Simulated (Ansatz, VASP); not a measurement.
Rh in VASP and in Ansatz

```
Rh
1.0
     0.00000    1.89043    1.89043
     1.89043    0.00000    1.89043
     1.89043    1.89043    0.00000
Rh
1
Cartesian
  0.0000 0.0000 0.0000
```

Alike in both runs: functional PBEsol; k mesh 20 × 20 × 20; occupations fermi-dirac, width 0.08 eV; no spin polarisation.

Ansatz relaxed the structure, and its values are those at the end. VASP's run is a single point on that final structure, the one shown.

|  | VASP | Ansatz |
| --- | --- | --- |
| version | VASP 6.6.1 | Ansatz 0.2.0 |
| potentials or method | VASP PAW PBE potentials, release 64 (Rh_pv) | PAW with Ansatz's default frozen-core files, scalar-relativistic |
| plane-wave cutoff (eV) | 500 | 420 |
| valence electrons in the cell | 15 | 17 |

|  | VASP | Ansatz | Ansatz less VASP |
| --- | --- | --- | --- |
| pressure (GPa) | 0.0 | 0.0 | +0.03 |

VASP's potentials were made for PBE, not for PBEsol. With one functional, cell and mesh, what is left measures potentials, basis and numerics. VASP's potentials hold 15 valence electrons a cell and Ansatz's 17, so a difference there can come from the potentials and not from the codes.
